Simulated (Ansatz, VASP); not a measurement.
## Pd: VASP beside Ansatz

INCAR

```
PREC = Accurate
ENCUT = 540
EDIFF = 1E-7
ISMEAR = -1
SIGMA = 0.1
LREAL = False
LASPH = True
NELM = 120
ALGO = Normal
ISIF = 3
LWAVE = False
LCHARG = False
GGA = CA
IBRION = 2
NSW = 80
EDIFFG = -0.01
GGA_COMPAT = False
NELMIN = 4
```

File KPOINTS:

```
regular mesh
0
Gamma
  10 10 10
```

File POSCAR:

```
Pd
1.0
    0.0000000000      2.7082278367      2.7082278367
    2.7082278367      0.0000000000      2.7082278367
    2.7082278367      2.7082278367      0.0000000000
Pd
2
Direct
    0.1250000000      0.1250000000      0.1250000000
    0.8750000000      0.8750000000      0.8750000000
```

Input for Ansatz:

```yaml
crystal:
  lattice:
    - [0.0, 2.7082278367, 2.7082278367]
    - [2.7082278367, 0.0, 2.7082278367]
    - [2.7082278367, 2.7082278367, 0.0]
  atoms:
    - { symbol: Pd, position: [0.125, 0.125, 0.125] }
    - { symbol: Pd, position: [0.875, 0.875, 0.875] }
hamiltonian:
  xc: lda
  pseudopotentials:
    kind: paw
    azcp:
      Pd: "pseudopotentials/Pd.paw.azcp"
basis:
  ecutwfc: 420
  fft_grid_basis: typed
kpoints:
  mp_grid: { grid: [10, 10, 10], shift: [0, 0, 0] }
magnetization:
  spin_polarized: false
scf:
  occupations: { method: fermi_dirac, width: 0.1 }
relax:
  max_steps: 60
  f_tol: 0.01
  cell: {}
output:
  write_density: true
  write_potential: true
  elf: true
  volumetric_format: npy
```

Alike in both runs: task relaxation of cell and atoms; functional LDA; k mesh 10 × 10 × 10; occupations fermi-dirac, width 0.1 eV; no spin polarisation.

```csv
,VASP,Ansatz
version,VASP 6.6.1,Ansatz 0.2.0
potentials or method,"VASP PAW LDA potentials, release 64 (Pd_sv_GW), cutoff 540 eV","plane waves (420 eV) with PAW, scalar-relativistic"
valence electrons in the cell,36,36
```

|  | VASP | Ansatz | Ansatz less VASP |
| --- | --- | --- | --- |
| relaxed volume (Å³/atom) | 21.76 | 22.17 | +0.405 |
| relaxed cell length with the largest relative difference (Å) | 3.948 | 3.973 | +0.0244 |

Ansatz warns that its potentials were made for another functional, while VASP's fit it. LDA's correlation is that of Perdew and Zunger in VASP and of Perdew and Wang (1992) in Ansatz.
